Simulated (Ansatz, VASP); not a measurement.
## Two plane-wave programs on AsHF

```
H As F
1.0
     3.09022    0.00000    0.00000
     0.00000    3.09022    0.00000
     0.00000    0.00000    3.40838
H As F
1 1 1
Cartesian
  1.5451 1.5451 1.7042
  1.5451 1.5451 0.0000
  0.0000 0.0000 1.7042
```

Alike in both runs: functional PBE; k mesh 6 × 6 × 6; occupations gaussian, width 0.1 eV; no spin polarisation.

Ansatz relaxed the structure, and its values are those at the end. VASP's run is a single point on that final structure, the one shown.

```csv
,VASP,Ansatz
version,VASP 6.6.1,Ansatz 0.2.0
potentials or method,"VASP PAW PBE potentials, release 64 (H, As, F), cutoff 600 eV","scalar-relativistic, plane waves, PAW"
valence electrons in the cell,13,23
```

|  | VASP | Ansatz | Ansatz less VASP |
| --- | --- | --- | --- |
| gap on the k mesh at the Fermi level (eV) | none | none | - |
| pressure (GPa) | -0.1 | 0.0 | +0.17 |

A gap of «none» marks a metal or a gap that the smearing closes. The functional is the same, so the differences come from potentials, cutoffs and numerics. VASP's potentials hold 13 valence electrons a cell and Ansatz's 23, so a difference there can come from the potentials and not from the codes.
